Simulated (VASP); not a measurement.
Wanted: the native input for a VASP 6.6.1 run.

```
Task                   : single point
Functional             : PBEsol
Potentials or basis    : VASP PAW PBE potentials, release 64 (Au)
Cutoff                 : 520 eV
k mesh                 : 14 × 14 × 14
Occupations            : gaussian, width 0.15 eV
Spin                   : no spin polarisation
Dipole correction      : no
Further INCAR settings : ALGO = Fast; EDIFF = 1e-06; NBANDS = 18
```

The structure of Au lies in POSCAR:

```
Au
1.0
    0.0000000000     -3.3145380000      0.0000000000
   -3.3145380000      0.0000000000      0.0000000000
    0.0000000000      0.0000000000     -3.3145380000
Au
2
Direct
    0.5377126465      0.5000000000      0.5000000000
   -0.0377126465      0.0000000000      0.0000000000
```

This cell differs from its parent crystal: atoms displaced along a vibrational mode.

One way to write it, as run:

INCAR

```
SYSTEM = Au
PREC = Accurate ; ENCUT = 520
EDIFF = 1E-6 ; ISMEAR = 0
SIGMA = 0.15 ; LREAL = .False.
LASPH = .True. ; NELM = 80
ALGO = Fast ; ISIF = 2
LWAVE = .False. ; LCHARG = .False.
GGA = PS ; NBANDS = 18
```

KPOINTS

```
Automatic mesh
0
Gamma
  14 14 14
  0 0 0
```

Potentials or basis: VASP PAW PBE potentials, release 64 (Au).

Command:

```sh
$ cat potpaw_PBE.64/Au/POTCAR > POTCAR
$ mpirun -np 1 vasp_std > vasp.out
```

Results of the run:

The pressure is -5.7 GPa, the largest force is 1.144 eV/Å and the band gap on the k mesh is zero (bands 11 and 12 overlap by 4.78 eV).

Caveat: the cell differs from its parent crystal (atoms displaced along a vibrational mode); the cell stands under tension; the PAW data sets were made with another functional, which shifts forces and pressure a little; spin-orbit coupling is left out, which moves the levels of the heavy elements.

Wall time 78 s on 1 thread of Intel(R) Xeon(R) 6975P-C (Granite Rapids), on a shared host, peak memory 0.27 GiB.
